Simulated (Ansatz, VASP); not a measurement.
# KCl: VASP beside Ansatz

Contents of POSCAR:

```
KCl
1.0
    3.6941840659      0.0000000000      0.0000000000
    0.0000000000      3.6941840659      0.0000000000
    0.0000000000      0.0000000000      3.6941840659
K Cl
1 1
Direct
    0.0000000000      0.0000000000      0.0000000000
    0.5000000000      0.5000000000      0.5000000000
```

INCAR.step1

```
  ALGO = Normal
  EDIFF = 1E-4
  ENCUT = 520
  GGA = PE
  ISMEAR = 0
  LASPH = T
  LCHARG = F
  LREAL = F
  LWAVE = T
  NBANDS = 15
  NELM = 80
  PREC = Accurate
  SIGMA = 0.01
```

The input INCAR.step2:

```
  ALGO = Normal
  EDIFF = 1E-6
  ENCUT = 520
  ISIF = 2
  ISMEAR = 0
  ISTART = 1
  LASPH = T
  LCHARG = T
  LELF = T
  LMIXTAU = T
  LREAL = F
  LVHAR = T
  LWAVE = F
  METAGGA = R2SCAN
  NBANDS = 15
  NELM = 80
  PREC = Accurate
  SIGMA = 0.01
```

The input KPOINTS:

```
k-points
0
Gamma
  6 6 6
```

Input for Ansatz:

```yaml
crystal:
  lattice:
    - [3.6941840659, 0.0, 0.0]
    - [0.0, 3.6941840659, 0.0]
    - [0.0, 0.0, 3.6941840659]
  atoms:
    - { symbol: K, position: [0.0, 0.0, 0.0] }
    - { symbol: Cl, position: [0.5, 0.5, 0.5] }
kpoints:
  mp_grid: { grid: [6, 6, 6] }
hamiltonian:
  xc: r2scan
scf:
  occupations: { method: fixed }
  n_extra_bands: 4
output:
  forces: true
  stress: true
  eigenvalues: true
```

Alike in both runs: task single point; functional r2SCAN; k mesh 6 × 6 × 6; no spin polarisation.

|  | VASP | Ansatz |
| --- | --- | --- |
| version | VASP 6.6.1 | Ansatz 0.2.0 |
| potentials or method | VASP PAW PBE potentials, release 64 (K_sv, Cl) | plane waves, PAW |
| plane-wave cutoff (eV) | 520 | 500 |
| occupations | gaussian, width 0.01 eV | fixed |
| valence electrons in the cell | 16 | 16 |

```tsv
	VASP	Ansatz	Ansatz less VASP
gap on the k mesh at the Fermi level (eV)	6.12	6.12	-0.005
pressure (GPa)	1.6	1.6	+0.01
```

VASP's potentials were made for PBE, not for r2SCAN.
